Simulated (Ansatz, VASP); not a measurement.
**One calculation of Sn2TeS3, two programs**

```
CELL_PARAMETERS angstrom
4.17578 0.00000 0.00000
-2.08789 3.61633 0.00000
0.00000 0.00000 9.97322
ATOMIC_POSITIONS crystal
Sn 0.33333 0.66667 0.67558
Sn 0.66667 0.33333 0.32442
Te 0.00000 0.00000 0.00000
S 0.00000 0.00000 0.50000
S 0.33333 0.66667 0.17808
S 0.66667 0.33333 0.82191
```

Change from the starting cell: species swapped into the Zr3HC2 type (P-3m1, No. 164).

Alike in both runs: task relaxation of cell and atoms; functional PBE; k mesh 12 × 12 × 4; occupations gaussian, width 0.1 eV; no spin polarisation.

|  | VASP | Ansatz |
| --- | --- | --- |
| version | VASP 6.6.1 | Ansatz 0.2.0 |
| potentials or method | VASP PAW PBE potentials, release 64 (Sn_d, Te, S), cutoff 600 eV | scalar-relativistic, plane waves, PAW |
| valence electrons in the cell | 52 | 62 |

|  | VASP | Ansatz | Ansatz less VASP |
| --- | --- | --- | --- |
| gap on the k mesh at the Fermi level, each at its own relaxed structure (eV) | none | none | - |
| relaxed volume (Å³/atom) | 24.17 | 24.21 | +0.035 |
| relaxed cell length with the largest relative difference (Å) | 8.946 | 8.968 | +0.0225 |

A gap of «none» marks a metal or a gap that the smearing closes. VASP's potentials hold 52 valence electrons a cell and Ansatz's 62, so a difference there can come from the potentials and not from the codes.

Neither program's run includes spin-orbit coupling.
